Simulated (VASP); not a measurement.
## Mn: single point with r2SCAN

Crystal: Mn.

```
Mn
1.0
     0.00000    1.75613    1.75613
     1.75613    0.00000    1.75613
     1.75613    1.75613    0.00000
Mn
1
Direct
  0.00000 0.00000 0.00000
```

This isn't the form of Mn at room conditions, which is a 58-atom cubic cell.

```yaml
Program: VASP 6.6.1
Task: single point
Functional: r2SCAN
Potentials_or_basis: VASP PAW PBE potentials, release 64 (Mn_pv)
Cutoff: 520 eV
k_mesh: 20 × 20 × 20
Occupations: gaussian, width 0.05 eV
Spin: collinear spin, ferromagnetic start
Starting_moments: "[0.5] μB"
Dipole_correction: no
Further_INCAR_settings: ALGO = Normal; EDIFF = 1e-07; NBANDS = 16
```

* Pressure: -10.0 GPa
* Net moment: 0.00 μB per cell
* Valence electrons inside the program's atomic spheres: Mn 11.99

Levels at points of the mesh, in eV from the Fermi level:
Spin up:
| k point | band 3 | band 4 | band 5 | band 6 | band 7 | band 8 | band 9 | band 10 | band 11 | band 12 |
| --- | --- | --- | --- | --- | --- | --- | --- | --- | --- | --- |
| (0.00, 0.00, 0.00) | -49.52 | -8.87 | -1.28 | -1.28 | -1.28 | 0.61 | 0.61 | 21.93 | 27.83 | 28.22 |
| (0.50, 0.00, 0.00) | -49.62 | -4.83 | -1.31 | -1.31 | 0.24 | 1.69 | 1.69 | 9.21 | 20.76 | 27.08 |
| (0.50, 0.50, 0.00) | -49.79 | -4.90 | -4.17 | 1.76 | 1.93 | 1.93 | 3.43 | 12.53 | 16.42 | 16.42 |
Spin down:
| k point | band 4 | band 5 | band 6 | band 7 | band 8 | band 9 | band 10 | band 11 |
| --- | --- | --- | --- | --- | --- | --- | --- | --- |
| (0.00, 0.00, 0.00) | -8.87 | -1.28 | -1.28 | -1.28 | 0.61 | 0.61 | 21.93 | 27.83 |
| (0.50, 0.00, 0.00) | -4.83 | -1.31 | -1.31 | 0.24 | 1.69 | 1.69 | 9.21 | 20.76 |
| (0.50, 0.50, 0.00) | -4.90 | -4.17 | 1.76 | 1.93 | 1.93 | 3.43 | 12.53 | 16.42 |

It took 4.2 min on 1 thread of Intel(R) Xeon(R) 6975P-C (Granite Rapids) (shared host), peak memory 0.18 GiB.

Caveat: the cell stands under tension; the PAW data sets were made with another functional, which shifts forces and pressure a little.
